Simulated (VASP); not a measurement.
# SnO (P1) in VASP: further runs

SnO is run at these levels: LDA; tasks: single point.

Everything below comes from runs of VASP 6.6.1. Logs are shortened: lines on timing, memory, paths and dates and some standing lists are left out, and cuts for length are marked.

**1. The cell of the first run**

The typed cell holds 4 atoms: a = 3.355 Å, b = 5.674 Å, c = 4.222 Å, α = 90.00°, β = 90.00°, γ = 90.00°.

**2. Single point, LDA**

The input, INCAR:

```
PREC = Accurate ; ENCUT = 520
EDIFF = 1E-7 ; ISMEAR = 0
SIGMA = 0.01 ; LREAL = F
LASPH = T ; NELM = 60
ALGO = Normal ; ISIF = 2
LWAVE = F ; LCHARG = T
GGA = CA ; LELF = T
LVHAR = T ; NBANDS = 28
```

The input, KPOINTS:

```
regular mesh
0
Gamma
  4 3 3
```

The input, POSCAR:

```
SnO
1.0
    3.3550050000      0.0000000000      0.0000000000
    0.0000000000      5.6741040000      0.0000000000
    0.0000000000      0.0000000000      4.2219700000
Sn O
2 2
Direct
   -0.0046155637      0.2052798796      0.4941458497
    0.4967296266      0.7520886031     -0.0098998666
   -0.0021122058      0.8787242659      0.7312993234
    0.4959960628      0.0737704589      0.2375837243
```

Potentials or basis: VASP PAW LDA potentials, release 64 (Sn_d, O).

On the command line:

```
$ cat potpaw_LDA.64/Sn_d/POTCAR potpaw_LDA.64/O/POTCAR > POTCAR
$ mpirun -np 1 vasp_std > vasp.out
```

OUTCAR:

```text
PREC = Accurate
   ENCUT = 520
   EDIFF = 1E-7
   ISMEAR = 0
   LREAL = F
   LASPH = T
   NELM = 60
   ISIF = 2
   GGA = CA

 ion  position               nearest neighbor table
   1  0.995  0.205  0.494-   3 2.11   4 2.13   4 2.13   2 3.71   2 3.72   2 3.73   2 3.74
   2  0.497  0.752  0.990-   4 2.10   3 2.12   3 2.13   1 3.71   1 3.72   1 3.73   1 3.74
   3  0.998  0.879  0.731-   1 2.11   2 2.12   2 2.13
   4  0.496  0.074  0.238-   2 2.10   1 2.13   1 2.13

  LATTYP: Found a simple orthorhombic cell.
 ALAT       =     3.3550050000
 B/A-ratio  =     1.2584094510
 C/A-ratio  =     1.6912356315

  Lattice vectors:

 A1 = (  -3.3550050000,   0.0000000000,   0.0000000000)
 A2 = (   0.0000000000,   0.0000000000,   4.2219700000)
 A3 = (   0.0000000000,   5.6741040000,   0.0000000000)

Analysis of symmetry for initial positions (statically):
=====================================================================
 Subroutine PRICEL returns:
 Original cell was already a primitive cell.

 Routine SETGRP: Setting up the symmetry group for a
 simple orthorhombic supercell.

 Subroutine GETGRP returns: Found  1 space group operations
 (whereof  1 operations were pure point group operations)
 out of a pool of  8 trial point group operations.

The static configuration has the point symmetry C_1 .

Analysis of symmetry for dynamics (positions and initial velocities):
=====================================================================
 Subroutine PRICEL returns:
 Original cell was already a primitive cell.

 Routine SETGRP: Setting up the symmetry group for a
 simple orthorhombic supercell.

 Subroutine GETGRP returns: Found  1 space group operations
 (whereof  1 operations were pure point group operations)
 out of a pool of  8 trial point group operations.

The dynamic configuration has the point symmetry C_1 .

 Subroutine INISYM returns: Found  1 space group operations
 (whereof  1 operations are pure point group operations),
 and found     1 'primitive' translations

----------------------------------------------------------------------------------------

                                     Primitive cell

  volume of cell :      80.3722

  direct lattice vectors                    reciprocal lattice vectors
     3.355005000  0.000000000  0.000000000     0.298062149  0.000000000  0.000000000
     0.000000000  5.674104000  0.000000000     0.000000000  0.176239279  0.000000000
     0.000000000  0.000000000  4.221970000     0.000000000  0.000000000  0.236856254

  length of vectors
     3.355005000  5.674104000  4.221970000     0.298062149  0.176239279  0.236856254

  position of ions in fractional coordinates (direct lattice)
     0.995384436  0.205279880  0.494145850
     0.496729627  0.752088603  0.990100133
     0.997887794  0.878724266  0.731299323
     0.495996063  0.073770459  0.237583724

  ion indices of the primitive-cell ions
   primitive index   ion index
                 1           1
                 2           2
                 3           3
                 4           4

----------------------------------------------------------------------------------------

 KPOINTS: regular mesh

Automatic generation of k-mesh.
 Grid dimensions read from file:
 generate k-points for:    4    3    3

 Generating k-lattice:

  Cartesian coordinates                     Fractional coordinates (reciprocal lattice)
     0.074515537  0.000000000  0.000000000     0.250000000  0.000000000  0.000000000
     0.000000000  0.058746426  0.000000000     0.000000000  0.333333333  0.000000000
     0.000000000  0.000000000  0.078952085     0.000000000  0.000000000  0.333333333

  Length of vectors
     0.074515537  0.058746426  0.078952085

  Shift w.r.t. Gamma in fractional coordinates (k-lattice)
     0.000000000  0.000000000  0.000000000

 Subroutine IBZKPT returns following result:
 ===========================================

 Found     19 irreducible k-points:

 Following reciprocal coordinates:
            Coordinates               Weight
  0.000000  0.000000  0.000000      1.000000
  0.250000  0.000000  0.000000      2.000000
  0.500000  0.000000  0.000000      1.000000
  0.000000  0.333333  0.000000      2.000000
  0.250000  0.333333  0.000000      2.000000
  0.250000 -0.333333  0.000000      2.000000
[... 11 lines left out ...]
  0.500000  0.333333  0.333333      2.000000
  0.500000 -0.333333  0.333333      2.000000
   k-points           NKPTS =     19   k-points in BZ     NKDIM =     19   number of bands    NBANDS=     28
   number of dos      NEDOS =    301   number of ions     NIONS =      4
   total plane-waves  NPLWV =  37632
   dimension x,y,z NGX =    28 NGY =   42 NGZ =   32
   dimension x,y,z NGXF=    56 NGYF=   84 NGZF=   64
   ions per type =               2   2
   NGX,Y,Z   is equivalent  to a cutoff of  13.87, 12.31, 12.60 a.u.
   NGXF,Y,Z  is equivalent  to a cutoff of  27.75, 24.61, 25.20 a.u.
 SYSTEM =  unknown system
   PREC   = accura    normal or accurate (medium, high low for compatibility)
   ISTART =      0    job   : 0-new  1-cont  2-samecut
   ICHARG =      2    charge: 1-file 2-atom 10-const
   ISPIN  =      1    spin polarized calculation?
   LNONCOLLINEAR =      F non collinear calculations
   LSORBIT =      F    spin-orbit coupling
   LASPH  =      T    aspherical Exc in radial PAW
   ENCUT  =  520.0 eV  38.22 Ry    6.18 a.u.   6.24 10.55  7.85*2*pi/ulx,y,z
   NELM   =     60;   NELMIN=  2; NELMDL= -5     # of ELM steps
   EDIFF  = 0.1E-06   stopping-criterion for ELM
   LREAL  =      F    real-space projection
   EDIFFG = 0.1E-05   stopping-criterion for IOM
   NSW    =      0    number of steps for IOM
   IBRION =     -1    ionic relax: 0-MD 1-quasi-New 2-CG
   NFREE  =      0    steps in history (QN), initial steepest desc. (CG)
   ISIF   =      2    stress and relaxation
   ISYM   =      2    0-nonsym 1-usesym 2-fastsym
   POTIM  = 0.5000    time-step for ionic-motion
   TEBEG  =    0.0;   TEEND  =   0.0 temperature during run
   PSTRESS=    0.0 pullay stress
   NELECT =      40.0000    total number of electrons
   NUPDOWN=      -1.0000    fix difference up-down
   EMIN   =  10.00;   EMAX   =-10.00  energy-range for DOS
   EFERMI =   0.00;   METHOD = LEGACY
   ISMEAR =     0;   SIGMA  =   0.01  broadening in eV -4-tet -1-fermi 0-gaus
   EFERMI_NEDOS =   21; number of points for ismear=-14 and -15
   IALGO  =     38    algorithm
   IMIX   =      4    mixing-type and parameters
     AMIX     =   0.40;   BMIX     =  1.00
     AMIX_MAG =   1.60;   BMIX_MAG =  1.00
  volume/ion in A,a.u.               =      20.09       135.59
  Fermi-wavevector in a.u.,A,eV,Ry     =   1.297357  2.451650 22.900458  1.683136
  Thomas-Fermi vector in A             =   2.428755
   LORBIT       =      0    0 simple, 1 ext, 2 COOP (PROOUT), +10 PAW based schemes
   GGA     = CA    functional components
   LHFCALC =     F    Hartree Fock is set to
   AEXX    =    0.0000 exact exchange contribution
   IVDW    =     0    specifies the selected vdW correction
   LEPSILON=     F    determine dielectric tensor
   LRPA    =     F    only Hartree local field effects (RPA)
 non-spin polarized calculation
 Gauss-broadening in eV      SIGMA  =   0.01
  energy-cutoff  :      520.00
  volume of cell :       80.37
 maximum number of plane-waves:      2172
 NGX is ok and might be reduce to    28
   NGX = 13   NGY = 21   NGZ = 15

 number of electron      40.0000002 magnetization

 Free energy of the ion-electron system (eV)
  ---------------------------------------------------
  ext. energy  EPLUGINS =         0.00000000
  ---------------------------------------------------
  free energy    TOTEN  =       -25.22596119 eV

  energy without entropy =      -25.22596119  energy(sigma->0) =      -25.22596119

 E-fermi :   4.7831     XC(G=0):  -9.9258

 val. band max:        4.7349188606   @ k =   0.0000   0.0000   0.0000
 cond. band min:       6.3087740810   @ k =   0.5000   0.3333   0.3333
 fundamental gap:      1.5738552204
 Fermi energy:         4.7830957761

 k-point     1 :       0.0000    0.0000    0.0000
  band No.  band energies     occupation
      1     -16.6215      2.00000
      2     -16.2244      2.00000
      3     -16.1253      2.00000
      4     -16.1086      2.00000
      5     -16.0750      2.00000
      6     -16.0444      2.00000
[... 20 lines left out ...]
     27      12.9056      0.00000
     28      13.4537      0.00000

 k-point     2 :       0.2500    0.0000    0.0000
  band No.  band energies     occupation
      1     -16.6073      2.00000
      2     -16.3423      2.00000
      3     -16.1184      2.00000
      4     -16.0961      2.00000
      5     -16.0839      2.00000
      6     -16.0378      2.00000
[... 20 lines left out ...]
     27      12.7948      0.00000
     28      13.8376      0.00000

 k-point     3 :       0.5000    0.0000    0.0000
  band No.  band energies     occupation
      1     -16.5682      2.00000
      2     -16.5660      2.00000
      3     -16.0848      2.00000
      4     -16.0838      2.00000
      5     -16.0493      2.00000
      6     -16.0480      2.00000
[... 20 lines left out ...]
     27      13.6665      0.00000
     28      13.7134      0.00000

 k-point     4 :       0.0000    0.3333    0.0000
  band No.  band energies     occupation
      1     -16.6166      2.00000
      2     -16.2272      2.00000
      3     -16.1208      2.00000
      4     -16.1070      2.00000
      5     -16.0760      2.00000
      6     -16.0501      2.00000
[... 20 lines left out ...]
     27      13.9073      0.00000
     28      14.2566      0.00000

 k-point     5 :       0.2500    0.3333    0.0000
  band No.  band energies     occupation
      1     -16.6073      2.00000
      2     -16.3441      2.00000
      3     -16.1209      2.00000
      4     -16.0923      2.00000
      5     -16.0808      2.00000
      6     -16.0384      2.00000
[... 20 lines left out ...]
     27      13.1837      0.00000
     28      14.4303      0.00000

 k-point     6 :       0.2500   -0.3333    0.0000
  band No.  band energies     occupation
      1     -16.6073      2.00000
      2     -16.3441      2.00000
      3     -16.1210      2.00000
      4     -16.0923      2.00000
      5     -16.0808      2.00000
      6     -16.0385      2.00000
[... 308 lines left out ...]
      5     -16.0714      2.00000
      6     -16.0487      2.00000
[... 20 lines left out ...]
     27      14.2626      0.00000
     28      14.8893      0.00000

 k-point    17 :      -0.2500    0.3333   -0.3333
  band No.  band energies     occupation
      1     -16.5628      2.00000
      2     -16.4373      2.00000
      3     -16.1218      2.00000
      4     -16.1069      2.00000
      5     -16.0712      2.00000
      6     -16.0490      2.00000
[... 20 lines left out ...]
     27      14.2739      0.00000
     28      14.8957      0.00000

 k-point    18 :       0.5000    0.3333    0.3333
  band No.  band energies     occupation
      1     -16.5857      2.00000
      2     -16.5821      2.00000
      3     -16.1045      2.00000
      4     -16.1039      2.00000
      5     -16.0355      2.00000
      6     -16.0233      2.00000
[... 20 lines left out ...]
     27      13.6679      0.00000
     28      14.4044      0.00000

 k-point    19 :       0.5000   -0.3333    0.3333
  band No.  band energies     occupation
      1     -16.5871      2.00000
      2     -16.5805      2.00000
      3     -16.1073      2.00000
      4     -16.1001      2.00000
      5     -16.0354      2.00000
      6     -16.0281      2.00000
[... 20 lines left out ...]
     27      13.5318      0.00000
     28      14.4081      0.00000

------------------------ aborting loop because EDIFF is reached ----------------------------------------

  FORCE on cell =-STRESS in cart. coord.  units (eV):
  Direction    XX          YY          ZZ          XY          YZ          ZX
  --------------------------------------------------------------------------------------
  -------------------------------------------------------------------------------------
  Total       -1.6533529     -0.6754825     -0.8259448      0.0184733     -0.1398624      0.0322710
  in kB      -32.9587345    -13.4653937    -16.4647834      0.3682553     -2.7880838      0.6433055
  external PRESSURE =     -20.9629705 kB  Pullay stress =       0.0000000 kB

 VOLUME and BASIS-vectors are now :
 -----------------------------------------------------------------------------
  energy-cutoff  :      520.00
  volume of cell :       80.37
      direct lattice vectors                 reciprocal lattice vectors
     3.355005000  0.000000000  0.000000000     0.298062149  0.000000000  0.000000000
     0.000000000  5.674104000  0.000000000     0.000000000  0.176239279  0.000000000
     0.000000000  0.000000000  4.221970000     0.000000000  0.000000000  0.236856254

 POSITION                                       TOTAL-FORCE (eV/Angst)
 -----------------------------------------------------------------------------------
      3.33952      1.16478      2.08627         0.018970     -0.022204     -0.055635
      1.66653      4.26743      4.18017         0.019868     -0.133770      0.046253
      3.34792      4.98597      3.08752        -0.038887      0.118370      0.039963
      1.66407      0.41858      1.00307         0.000048      0.037603     -0.030582
 -----------------------------------------------------------------------------------
    total drift:                                0.000972     -0.000562      0.000127

  FREE ENERGIE OF THE ION-ELECTRON SYSTEM (eV)
  ---------------------------------------------------
  free  energy   TOTEN  =       -25.2259611853 eV

  energy  without entropy=      -25.2259611853  energy(sigma->0) =      -25.22596119
```

Wall time 48 s (1 thread of Intel Xeon 8259CL, shared host); peak memory 0.17 GiB.

What came out:

```
Free energy            : -25.2260 eV
Pressure               : -2.1 GPa
Largest force          : 0.143 eV/Å
Band gap on the k mesh : 1.57 eV (least direct gap 2.24 eV)
```

Forces on the atoms (eV/Å):
```
Sn   0.019 -0.022 -0.056
Sn   0.020 -0.134  0.046
O   -0.039  0.118  0.040
O    0.000  0.038 -0.031
```

Caveat: the k points lie up to 0.50 Å⁻¹ apart; spin-orbit coupling is left out, which moves the levels of the heavy elements; an odd mesh through Γ misses points on the zone boundary, where band edges can lie.

(Continued in part 2 of 2.)
